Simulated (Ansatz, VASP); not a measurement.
HfW: VASP beside Ansatz

```xyz
6
Lattice="5.2630 0.0000 0.0000 -2.6315 4.5579 0.0000 0.0000 0.0000 4.2463" Properties=species:S:1:pos:R:3 pbc="T T T"
Hf    2.6315    0.0000    0.0000
Hf    1.3158    2.2790    0.0000
Hf   -1.3158    2.2790    0.0000
W     0.0000    0.0000    0.0000
W     0.0000    3.0386    2.1232
W     2.6315    1.5193    2.1232
```

Alike in both runs: task relaxation of cell and atoms; functional PBE; k mesh 6 × 6 × 4; occupations gaussian, width 0.1 eV; no spin polarisation.

|  | VASP | Ansatz |
| --- | --- | --- |
| version | VASP 6.6.1 | Ansatz 0.2.0 |
| potentials or method | VASP PAW PBE potentials, release 64 (Hf_pv, W_sv), cutoff 600 eV | scalar-relativistic, plane waves, PAW |
| valence electrons in the cell | 72 | 120 |

Ansatz gave:

```
gap on the k mesh at the Fermi level, each at its own relaxed structure (eV) : none
relaxed volume (Å³/atom)                                                     : 21.99
relaxed cell length with the largest relative difference (Å)                 : 4.460
```

Question: Which values does VASP return?

Answer: gap on the k mesh at the Fermi level, each at its own relaxed structure (eV): none; relaxed volume (Å³/atom): 21.96; relaxed cell length with the largest relative difference (Å): 4.454.

A gap of «none» marks a metal or a gap that the smearing closes. VASP's potentials hold 72 valence electrons a cell and Ansatz's 120, so a difference there can come from the potentials and not from the codes.

The k mesh is coarse, so the values compare programs but aren't converged. Spin-orbit coupling is off throughout. Noted on VASP's run: the volume moved by over 15 % at a fixed basis, so the end points are rough.
